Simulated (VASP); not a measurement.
Set up this calculation in VASP 6.6.1, as the native input.

```
Task                   : single point
Functional             : PBE
Potentials or basis    : VASP PAW PBE potentials, release 64 (In_d, Fe, H)
Cutoff                 : 520 eV
k mesh                 : 12 × 12 × 4
Occupations            : gaussian, width 0.1 eV
Spin                   : collinear spin, ferromagnetic start
Starting moments       : [0.0, 2.17, 2.17, 0.0, 0.0, 0.0] μB
Dipole correction      : no
Further INCAR settings : ALGO = Normal; EDIFF = 1e-06; NBANDS = 29
```

The structure of InFe2H3 lies in POSCAR:

```
InFe2H3
1.0
    2.8238764456      0.0000000000      0.0000000000
   -1.4119382228      2.4455487390      0.0000000000
    0.0000000000      0.0000000000      7.6560428426
In Fe H
1 2 3
Direct
    0.0000000000      0.0000000000      0.0000000000
    0.3333333333      0.6666666667      0.3665322023
    0.6666666667      0.3333333333      0.6334677977
    0.3333333333      0.6666666667      0.7166043288
    0.6666666667      0.3333333333      0.2833956712
    0.0000000000      0.0000000000      0.5000000000
```

The input as run:

INCAR

```
  ALGO = Normal
  EDIFF = 1E-6
  ENCUT = 520
  GGA = PE
  ISIF = 2
  ISMEAR = 0
  ISPIN = 2
  LASPH = True
  LCHARG = True
  LELF = True
  LMAXMIX = 4
  LORBIT = 11
  LREAL = False
  LVHAR = True
  LWAVE = False
  MAGMOM = 0 2.17 2.17 0 0 0
  NBANDS = 29
  NELM = 150
  PREC = Accurate
  SIGMA = 0.1
```

KPOINTS

```
k-points
0
Gamma
  12 12 4
```

Potentials or basis: VASP PAW PBE potentials, release 64 (In_d, Fe, H).

The run is started by

```bash
$ cat potpaw_PBE.64/In_d/POTCAR potpaw_PBE.64/Fe/POTCAR potpaw_PBE.64/H/POTCAR > POTCAR
$ mpirun -np 1 vasp_std > vasp.out
```

It gave:

```yaml
Pressure: 4.4 GPa
Largest_force: 0.005 eV/Å
Net_moment: 4.13 μB per cell
Site_moments: In -0.02; Fe +2.13; H -0.02 μB
Valence_electrons_inside_the_program's_atomic_spheres: In 11.57; Fe 7.21; H 0.56, 0.53 (each value once)
```

Caveat: the cell stands under pressure.

Wall time 2.5 min on 1 thread of AMD EPYC 9R45 96-Core Processor (Zen 5) (shared host), peak memory 0.29 GiB.
